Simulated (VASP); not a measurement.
# SnO2 in VASP: notebook, part 2 of 2

VASP 6.6.1. The steps go on from the part before.

### Step 4. Single point, LDA (uniaxial strain along c: +6.0 %, then relaxed in part)

Input file INCAR:

```
PREC = Accurate ; ENCUT = 910
EDIFF = 1E-6 ; ISMEAR = 0
SIGMA = 0.02 ; LREAL = F
LASPH = T ; NELM = 120
ALGO = Normal ; ISIF = 2
LWAVE = F ; LCHARG = F
NBANDS = 35 ; GGA_COMPAT = F
```

Input file KPOINTS:

```
Automatic mesh
0
Gamma
  6 6 8
```

Input file POSCAR:

```
SnO2
1.0
    4.6237840116      0.0000000000      0.0000000000
    0.0000000000      4.6238636659      0.0000000000
    0.0000000000      0.0000000000      3.3814205672
Sn O
2 4
Direct
    0.5000000000      0.5000000000      0.5000000000
    0.0000000000      0.0000000000      0.0000000000
    0.3080305477      0.3080319569      0.0000000000
    0.8080305477      0.1919680431      0.5000000000
    0.1919694523      0.8080319569      0.5000000000
    0.6919694523      0.6919680431      0.0000000000
```

Potentials or basis: VASP PAW LDA potentials, release 64 (Sn_d, O_h).

Launch:

```console
$ cat potpaw_LDA.64/Sn_d/POTCAR potpaw_LDA.64/O_h/POTCAR > POTCAR
$ mpirun -np 1 vasp_std > vasp.out
```

OUTCAR:

```text
PREC = Accurate
   ENCUT = 910
   EDIFF = 1E-6
   ISMEAR = 0
   LREAL = F
   LASPH = T
   NELM = 120
   ISIF = 2

 ion  position               nearest neighbor table
   1  0.500  0.500  0.500-   4 2.01   5 2.01   3 2.11   6 2.11   3 2.11   6 2.11   2 3.68   2 3.68
                             2 3.68   2 3.68   2 3.68   2 3.68   2 3.68   2 3.68
   2  0.000  0.000  0.000-   3 2.01   6 2.01   5 2.11   4 2.11   4 2.11   5 2.11   1 3.68   1 3.68
                             1 3.68   1 3.68   1 3.68   1 3.68   1 3.68   1 3.68
   3  0.308  0.308  0.000-   2 2.01   1 2.11   1 2.11
   4  0.808  0.192  0.500-   1 2.01   2 2.11   2 2.11
   5  0.192  0.808  0.500-   1 2.01   2 2.11   2 2.11
   6  0.692  0.692  0.000-   2 2.01   1 2.11   1 2.11

  LATTYP: Found a simple orthorhombic cell.
 ALAT       =     3.3814205672
 B/A-ratio  =     1.3674087324
 C/A-ratio  =     1.3674322889

  Lattice vectors:

 A1 = (   0.0000000000,   0.0000000000,   3.3814205672)
 A2 = (   4.6237840116,   0.0000000000,   0.0000000000)
 A3 = (   0.0000000000,   4.6238636659,   0.0000000000)

Analysis of symmetry for initial positions (statically):
=====================================================================
 Subroutine PRICEL returns:
 Original cell was already a primitive cell.

 Routine SETGRP: Setting up the symmetry group for a
 simple orthorhombic supercell.

 Subroutine GETGRP returns: Found  8 space group operations
 (whereof  4 operations were pure point group operations)
 out of a pool of  8 trial point group operations.

The static configuration has the point symmetry C_2h.
 The point group associated with its full space group is D_2h.

Analysis of symmetry for dynamics (positions and initial velocities):
=====================================================================
 Subroutine PRICEL returns:
 Original cell was already a primitive cell.

 Routine SETGRP: Setting up the symmetry group for a
 simple orthorhombic supercell.

 Subroutine GETGRP returns: Found  8 space group operations
 (whereof  4 operations were pure point group operations)
 out of a pool of  8 trial point group operations.

The dynamic configuration has the point symmetry C_2h.
 The point group associated with its full space group is D_2h.

 Subroutine INISYM returns: Found  8 space group operations
 (whereof  4 operations are pure point group operations),
 and found     1 'primitive' translations

----------------------------------------------------------------------------------------

                                     Primitive cell

  volume of cell :      72.2939

  direct lattice vectors                    reciprocal lattice vectors
     4.623784012  0.000000000  0.000000000     0.216273078  0.000000000  0.000000000
     0.000000000  4.623863666  0.000000000     0.000000000  0.216269352  0.000000000
     0.000000000  0.000000000  3.381420567     0.000000000  0.000000000  0.295733695

  length of vectors
     4.623784012  4.623863666  3.381420567     0.216273078  0.216269352  0.295733695

  position of ions in fractional coordinates (direct lattice)
     0.500000000  0.500000000  0.500000000
     0.000000000  0.000000000  0.000000000
     0.308030548  0.308031957  0.000000000
     0.808030548  0.191968043  0.500000000
     0.191969452  0.808031957  0.500000000
     0.691969452  0.691968043  0.000000000
[... 33 lines left out ...]

 Found     80 irreducible k-points:

 Following reciprocal coordinates:
            Coordinates               Weight
  0.000000  0.000000  0.000000      1.000000
  0.166667  0.000000  0.000000      2.000000
  0.333333  0.000000  0.000000      2.000000
  0.500000  0.000000  0.000000      1.000000
  0.000000  0.166667  0.000000      2.000000
  0.166667  0.166667  0.000000      4.000000
[... 16 lines left out ...]
  0.333333  0.166667  0.125000      8.000000
  0.500000  0.166667  0.125000      4.000000
 [... further k-points ...]
   k-points           NKPTS =     80   k-points in BZ     NKDIM =     80   number of bands    NBANDS=     35
   number of dos      NEDOS =    301   number of ions     NIONS =      6
   total plane-waves  NPLWV =  82944
   dimension x,y,z NGX =    48 NGY =   48 NGZ =   36
   dimension x,y,z NGXF=    96 NGYF=   96 NGZF=   72
   ions per type =               2   4
   NGX,Y,Z   is equivalent  to a cutoff of  17.26, 17.26, 17.70 a.u.
   NGXF,Y,Z  is equivalent  to a cutoff of  34.52, 34.52, 35.40 a.u.
 SYSTEM =  unknown system
   PREC   = accura    normal or accurate (medium, high low for compatibility)
   ISTART =      0    job   : 0-new  1-cont  2-samecut
   ICHARG =      2    charge: 1-file 2-atom 10-const
   ISPIN  =      1    spin polarized calculation?
   LNONCOLLINEAR =      F non collinear calculations
   LSORBIT =      F    spin-orbit coupling
   LASPH  =      T    aspherical Exc in radial PAW
   ENCUT  =  910.0 eV  66.88 Ry    8.18 a.u.  11.37 11.37  8.32*2*pi/ulx,y,z
   NELM   =    120;   NELMIN=  2; NELMDL= -5     # of ELM steps
   EDIFF  = 0.1E-05   stopping-criterion for ELM
   LREAL  =      F    real-space projection
   EDIFFG = 0.1E-04   stopping-criterion for IOM
   NSW    =      0    number of steps for IOM
   IBRION =     -1    ionic relax: 0-MD 1-quasi-New 2-CG
   NFREE  =      0    steps in history (QN), initial steepest desc. (CG)
   ISIF   =      2    stress and relaxation
   ISYM   =      2    0-nonsym 1-usesym 2-fastsym
   POTIM  = 0.5000    time-step for ionic-motion
   TEBEG  =    0.0;   TEEND  =   0.0 temperature during run
   PSTRESS=    0.0 pullay stress
   NELECT =      52.0000    total number of electrons
   NUPDOWN=      -1.0000    fix difference up-down
   EMIN   =  10.00;   EMAX   =-10.00  energy-range for DOS
   EFERMI =   0.00;   METHOD = LEGACY
   ISMEAR =     0;   SIGMA  =   0.02  broadening in eV -4-tet -1-fermi 0-gaus
   EFERMI_NEDOS =   21; number of points for ismear=-14 and -15
   IALGO  =     38    algorithm
   IMIX   =      4    mixing-type and parameters
     AMIX     =   0.40;   BMIX     =  1.00
     AMIX_MAG =   1.60;   BMIX_MAG =  1.00
  volume/ion in A,a.u.               =      12.05        81.31
  Fermi-wavevector in a.u.,A,eV,Ry     =   1.466815  2.771879 29.273567  2.151546
  Thomas-Fermi vector in A             =   2.582507
   LORBIT       =      0    0 simple, 1 ext, 2 COOP (PROOUT), +10 PAW based schemes
   GGA     = CA    functional components
   LHFCALC =     F    Hartree Fock is set to
   AEXX    =    0.0000 exact exchange contribution
   IVDW    =     0    specifies the selected vdW correction
   LEPSILON=     F    determine dielectric tensor
   LRPA    =     F    only Hartree local field effects (RPA)
 non-spin polarized calculation
 Gauss-broadening in eV      SIGMA  =   0.02
  energy-cutoff  :      910.00
  volume of cell :       72.29
 maximum number of plane-waves:      4546
 NGX is ok and might be reduce to    48
   NGX = 23   NGY = 23   NGZ = 17

 number of electron      51.9999995 magnetization

 Free energy of the ion-electron system (eV)
  ---------------------------------------------------
  ext. energy  EPLUGINS =         0.00000000
  ---------------------------------------------------
  free energy    TOTEN  =       -42.11591841 eV

  energy without entropy =      -42.11591841  energy(sigma->0) =      -42.11591841

 E-fermi :   6.3354     XC(G=0): -11.7824

 val. band max:        6.1563696764   @ k =   0.0000   0.0000   0.0000
 cond. band min:       6.9851783473   @ k =   0.0000   0.0000   0.0000
 fundamental gap:      0.8288086709
 Fermi energy:         6.3353576711

 k-point     1 :       0.0000    0.0000    0.0000
  band No.  band energies     occupation
      1     -14.7584      2.00000
      2     -13.9100      2.00000
      3     -13.8405      2.00000
      4     -13.8119      2.00000
      5     -13.7877      2.00000
      6     -13.7877      2.00000
[... 901 lines left out ...]
     34      17.9466      0.00000
     35      18.6283      0.00000

 [... further k-points ...]
[... 5 lines left out ...]
  --------------------------------------------------------------------------------------
  -------------------------------------------------------------------------------------
  Total        0.2425911      0.2432385     -6.8713492      0.0000000      0.0000000      0.0000000
  in kB        5.3763020      5.3906510   -152.2827990      0.0000000      0.0000000      0.0000000
  external PRESSURE =     -47.1719487 kB  Pullay stress =       0.0000000 kB

 VOLUME and BASIS-vectors are now :
 -----------------------------------------------------------------------------
  energy-cutoff  :      910.00
  volume of cell :       72.29
      direct lattice vectors                 reciprocal lattice vectors
     4.623784012  0.000000000  0.000000000     0.216273078  0.000000000  0.000000000
     0.000000000  4.623863666  0.000000000     0.000000000  0.216269352  0.000000000
     0.000000000  0.000000000  3.381420567     0.000000000  0.000000000  0.295733695

 POSITION                                       TOTAL-FORCE (eV/Angst)
 -----------------------------------------------------------------------------------
      2.31189      2.31193      1.69071         0.000000     -0.000000      0.000000
      0.00000      0.00000      0.00000         0.000000     -0.000000      0.000000
      1.42427      1.42430      0.00000         0.003410      0.003402      0.000000
      3.73616      0.88763      1.69071         0.003410     -0.003402      0.000000
      0.88763      3.73623      1.69071        -0.003410      0.003402     -0.000000
      3.19952      3.19957      0.00000        -0.003410     -0.003402     -0.000000
 -----------------------------------------------------------------------------------
    total drift:                               -0.000000     -0.000000      0.000000

  FREE ENERGIE OF THE ION-ELECTRON SYSTEM (eV)
  ---------------------------------------------------
  free  energy   TOTEN  =       -42.1159184084 eV

  energy  without entropy=      -42.1159184084  energy(sigma->0) =      -42.11591841
```

OSZICAR:

```text
N       E                     dE             d eps       ncg     rms          rms(c)
DAV:   1     0.843526836917E+03    0.84353E+03   -0.35219E+04  6230   0.329E+03
DAV:   2     0.145312397260E+03   -0.69821E+03   -0.65951E+03  5816   0.809E+02
DAV:   3    -0.308741135688E+02   -0.17619E+03   -0.16931E+03  6599   0.273E+02
DAV:   4    -0.477062278792E+02   -0.16832E+02   -0.16569E+02  7138   0.858E+01
DAV:   5    -0.482327139118E+02   -0.52649E+00   -0.52429E+00  7386   0.155E+01    0.158E+01
DAV:   6    -0.421820698598E+02    0.60506E+01   -0.16477E+01  9211   0.643E+01    0.626E+00
DAV:   7    -0.422157751698E+02   -0.33705E-01   -0.21087E+00  6438   0.814E+00    0.329E+00
DAV:   8    -0.421313791043E+02    0.84396E-01   -0.28666E-01  8912   0.471E+00    0.762E-01
DAV:   9    -0.421156223292E+02    0.15757E-01   -0.41627E-02  9508   0.307E+00    0.126E-01
DAV:  10    -0.421159384069E+02   -0.31608E-03   -0.46744E-03  8221   0.607E-01    0.618E-02
DAV:  11    -0.421159180902E+02    0.20317E-04   -0.29128E-04  9193   0.234E-01    0.248E-02
DAV:  12    -0.421159218112E+02   -0.37210E-05   -0.33891E-05  6601   0.369E-02    0.191E-02
DAV:  13    -0.421159182837E+02    0.35274E-05   -0.12140E-05  7574   0.410E-02    0.627E-04
DAV:  14    -0.421159184084E+02   -0.12466E-06   -0.12384E-06  4276   0.781E-03
   1 F= -.42115918E+02 E0= -.42115918E+02  d E =-.645142E-39
```

stdout:

```text
POSCAR found type information on POSCAR SnO
 POSCAR found :  2 types and       6 ions
 scaLAPACK will be used
 LDA part: xc-table for (Slater(with rela. corr.)+CA(PZ))
 , standard interpolation
 POSCAR, INCAR and KPOINTS ok, starting setup
 FFT: planning ... GRIDC
 FFT: planning ... GRID_SOFT
 FFT: planning ... GRID
 WAVECAR not read
 entering main loop
```

Wall time 2.7 min (1 thread of Intel Xeon 6975P-C (Granite Rapids), shared host); peak memory 0.48 GiB.

Results:

```yaml
Free_energy: -42.1159 eV
Pressure: -4.7 GPa
Largest_force: 0.005 eV/Å
Band_gap_on_the_k_mesh: 0.83 eV
```

Forces on the atoms (eV/Å):
```
Sn   0.000  0.000  0.000
Sn   0.000  0.000  0.000
O    0.003  0.003  0.000
O    0.003 -0.003  0.000
O   -0.003  0.003  0.000
O   -0.003 -0.003  0.000
```

Stress tensor (GPa, compression positive):
```
  0.54   0.00   0.00
  0.00   0.54   0.00
  0.00   0.00 -15.23
```

Caveat: the cell differs from its parent crystal (uniaxial strain along c: +6.0 %, then relaxed in part); the cutoff is under 1.25 times the usual one of these potentials, so pressure, stress and relaxed cells hold a basis-set (Pulay) error; the cell stands under tension; spin-orbit coupling is left out, which moves the levels of the heavy elements.

### Step 5. Single point, LDA (strain along c alone, the other axes held: -6.0 %, then relaxed in part)

Input file INCAR:

```
  PREC = Accurate
  ENCUT = 520
  EDIFF = 1E-7
  ISMEAR = 0
  SIGMA = 0.02
  LREAL = False
  LASPH = True
  NELM = 60
  ALGO = Normal
  ISIF = 2
  LWAVE = False
  LCHARG = False
  NBANDS = 35
```

KPOINTS is that of step 4.

Input file POSCAR:

```
SnO2
1.0
    4.7212714757      0.0000000000      0.0000000000
    0.0000000000      4.7242464866      0.0000000000
    0.0000000000      0.0000000000      2.9986182389
Sn O
2 4
Direct
    0.5000000000      0.5000000000      0.5000000000
    0.0000000000      0.0000000000      0.0000000000
    0.2850915311      0.3200166712      0.0000000000
    0.7850915311      0.1799833288      0.5000000000
    0.2149084689      0.8200166712      0.5000000000
    0.7149084689      0.6799833288      0.0000000000
```

Potentials or basis: VASP PAW LDA potentials, release 64 (Sn_d, O).

Launch:

```console
$ cat potpaw_LDA.64/Sn_d/POTCAR potpaw_LDA.64/O/POTCAR > POTCAR
$ mpirun -np 1 vasp_std > vasp.out
```

Wall time 3.4 min (1 thread of Intel Xeon 8259CL, shared host); peak memory 0.25 GiB.

The run converged. Its results:

```yaml
Free_energy: -41.8482 eV
Pressure: 18.1 GPa
Largest_force: 0.046 eV/Å
Band_gap_on_the_k_mesh: 2.06 eV
```

Forces in eV/Å, atoms in the order of the input:
```
Sn   0.000  0.000  0.000
Sn   0.000  0.000  0.000
O   -0.039 -0.025  0.000
O   -0.039  0.025  0.000
O    0.039 -0.025  0.000
O    0.039  0.025  0.000
```

Stress tensor (GPa, compression positive):
```
10.18  0.00  0.00
 0.00 12.25  0.00
 0.00  0.00 31.85
```

Levels at points of the mesh, in eV from the valence-band top:
```csv
k point,band 24,band 25,band 26,band 27,band 28,band 29
"(0.00, 0.00, 0.00)",-0.95,-0.80,0.00,2.06,6.85,6.97
"(0.50, 0.00, 0.00)",-0.99,-0.53,-0.53,4.97,4.97,7.45
"(0.00, 0.50, 0.00)",-0.99,-0.79,-0.79,5.18,5.18,8.14
"(0.50, 0.50, 0.00)",-1.08,-1.02,-1.02,5.74,5.74,8.14
"(0.00, 0.00, 0.50)",-1.82,-1.26,-1.26,6.79,6.79,9.69
"(0.50, 0.00, 0.50)",-1.14,-0.85,-0.85,7.09,7.09,8.09
"(0.00, 0.50, 0.50)",-1.35,-0.65,-0.65,6.93,6.93,7.89
"(0.50, 0.50, 0.50)",-1.02,-0.92,-0.92,5.07,5.07,9.09
```

Caveat: the cell differs from its parent crystal (strain along c alone, the other axes held: -6.0 %, then relaxed in part); the cell stands under pressure; spin-orbit coupling is left out, which moves the levels of the heavy elements.

### Step 6. Single point, LDA (strain along c alone, the other axes held: -4.0 %, then relaxed in part)

Input file INCAR:

```
SYSTEM = SnO2
PREC = Accurate
ENCUT = 520
EDIFF = 1E-7
ISMEAR = 0
SIGMA = 0.02
LREAL = .False.
LASPH = .True.
NELM = 60
ALGO = Normal
ISIF = 2
LWAVE = .False.
LCHARG = .False.
GGA = CA
NBANDS = 35
```

Input file KPOINTS:

```
Automatic mesh
0
Gamma
  6 6 8
  0 0 0
```

Input file POSCAR:

```
SnO2
1.0
    4.7212714757      0.0000000000      0.0000000000
    0.0000000000      4.7242464866      0.0000000000
    0.0000000000      0.0000000000      3.0624186269
Sn O
2 4
Direct
    0.5000000000      0.5000000000      0.5000000000
    0.0000000000      0.0000000000      0.0000000000
    0.3033272781      0.3042309753      0.0000000000
    0.8033272781      0.1957690247      0.5000000000
    0.1966727219      0.8042309753      0.5000000000
    0.6966727219      0.6957690247      0.0000000000
```

Potentials or basis: VASP PAW LDA potentials, release 64 (Sn_d, O).

Launch:

```console
$ cat potpaw_LDA.64/Sn_d/POTCAR potpaw_LDA.64/O/POTCAR > POTCAR
$ mpirun -np 1 vasp_std > vasp.out
```

Wall time 3.5 min (1 thread of Intel Xeon 8259CL, shared host); peak memory 0.26 GiB.

The run converged. Its results:

```yaml
Free_energy: -42.0835 eV
Pressure: 12.4 GPa
Largest_force: 0.037 eV/Å
Band_gap_on_the_k_mesh: 1.75 eV
```

Forces on the atoms (eV/Å):
```
Sn   0.000  0.000  0.000
Sn   0.000  0.000  0.000
O   -0.026 -0.026  0.000
O   -0.026  0.026  0.000
O    0.026 -0.026  0.000
O    0.026  0.026  0.000
```

Stress tensor (GPa, compression positive):
```
 8.00  0.00  0.00
 0.00  8.00  0.00
 0.00  0.00 21.16
```

Levels at points of the mesh, in eV from the valence-band top:
| k point | band 22 | band 23 | band 24 | band 25 | band 26 | band 27 | band 28 | band 29 | band 30 | band 31 |
| --- | --- | --- | --- | --- | --- | --- | --- | --- | --- | --- |
| (0.00, 0.00, 0.00) | -1.16 | -1.16 | -0.92 | -0.92 | 0.00 | 1.75 | 6.56 | 6.57 | 6.82 | 10.08 |
| (0.50, 0.00, 0.00) | -2.17 | -1.13 | -1.13 | -0.71 | -0.71 | 4.83 | 4.83 | 7.40 | 7.40 | 11.07 |
| (0.00, 0.50, 0.00) | -2.18 | -1.13 | -1.13 | -0.72 | -0.72 | 4.83 | 4.83 | 7.42 | 7.42 | 11.06 |
| (0.50, 0.50, 0.00) | -2.18 | -1.23 | -1.23 | -1.06 | -1.06 | 5.38 | 5.38 | 7.85 | 7.85 | 10.98 |
| (0.00, 0.00, 0.50) | -2.83 | -1.84 | -1.84 | -1.36 | -1.36 | 6.55 | 6.55 | 9.66 | 9.66 | 11.15 |
| (0.50, 0.00, 0.50) | -1.87 | -1.25 | -1.25 | -0.78 | -0.78 | 6.80 | 6.80 | 7.98 | 7.98 | 11.51 |
| (0.00, 0.50, 0.50) | -1.86 | -1.26 | -1.26 | -0.78 | -0.78 | 6.80 | 6.80 | 7.97 | 7.97 | 11.53 |
| (0.50, 0.50, 0.50) | -2.55 | -1.05 | -1.05 | -0.97 | -0.97 | 4.95 | 4.95 | 8.89 | 8.89 | 11.29 |

Caveat: the cell differs from its parent crystal (strain along c alone, the other axes held: -4.0 %, then relaxed in part); the cell stands under pressure; spin-orbit coupling is left out, which moves the levels of the heavy elements.

### Step 7. Summary

| potentials or basis | cell | cutoff (eV) | gap on the mesh (eV) | pressure (GPa) | largest force (eV/Å) |
| --- | --- | --- | --- | --- | --- |
| VASP PAW LDA potentials, release 64 (Sn_d, O) | a = 4.721, b = 4.724, c = 3.381 Å, 6 atoms, atomic positions A | 520 | 0.38 | -11.5 | - |
| VASP PAW LDA potentials, release 64 (Sn_d, O_h) | a = 4.624, b = 4.624, c = 3.381 Å, 6 atoms, atomic positions A | 910 | 0.83 | -4.7 | - |
| VASP PAW LDA potentials, release 64 (Sn_d, O) | a = 4.721, b = 4.724, c = 2.999 Å, 6 atoms, atomic positions B | 520 | 2.06 | 18.1 | 0.05 |
| VASP PAW LDA potentials, release 64 (Sn_d, O) | a = 4.721, b = 4.724, c = 3.062 Å, 6 atoms, atomic positions C | 520 | 1.75 | 12.4 | 0.04 |

Alike in all rows: task single point; level LDA; no spin polarisation; k mesh 6 × 6 × 8; smearing gaussian 0.02 eV.

Caveats: spin-orbit coupling is left out, which moves the levels of the heavy elements; the cell stands under tension (at least some runs); the cell stands under pressure (at least some runs); the cutoff is under 1.25 times the usual one of these potentials, so pressure, stress and relaxed cells hold a basis-set (Pulay) error (at least some runs).

Total energies depend on the potentials used, so only differences within one code and one set of settings carry meaning.
